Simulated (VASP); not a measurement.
BiTe, 2 atoms in the cell. Symmetry: R-3m, No. 166, trigonal system. The conventional cell has a = 4.967 Å, b = 4.967 Å, c = 9.703 Å, α = 90.00°, β = 90.00°, γ = 120.00°. Bi (site symmetry -3m) has 6 Te at 3.29 Å and 6 Bi at 4.32 Å within 4.4 Å. Te (site symmetry -3m) has 6 Bi at 3.29 Å and 6 Te at 4.32 Å within 4.4 Å.  This cell differs from its parent crystal: strain +0.025 along x and y, -0.025 along z.

- Program: VASP 6.6.1
- Task: single point
- Functional: PBE
- Potentials or basis: VASP PAW PBE potentials, release 64 (Bi_d, Te)
- Cutoff: 520 eV
- k mesh: 12 × 12 × 12
- Occupations: gaussian, width 0.15 eV
- Spin: no spin polarisation
- Dipole correction: no
- Further INCAR settings: ALGO = Normal; EDIFF = 1e-06; NBANDS = 18

Potentials or basis: VASP PAW PBE potentials, release 64 (Bi_d, Te).

Launch:

```sh
$ cat potpaw_PBE.64/Bi_d/POTCAR potpaw_PBE.64/Te/POTCAR > POTCAR
$ mpirun -np 1 vasp_std > vasp.out
```

Hardware: 1 thread of AMD EPYC 9R45 96-Core Processor (Zen 5), with other jobs on the host.

Problem. How long does it take, and how much memory?

Solution. Run time: 80 s on 1 thread of AMD EPYC 9R45 96-Core Processor (Zen 5), with other jobs on the host, peak memory 0.32 GiB. Counts: scf iterations 13, k points 189.
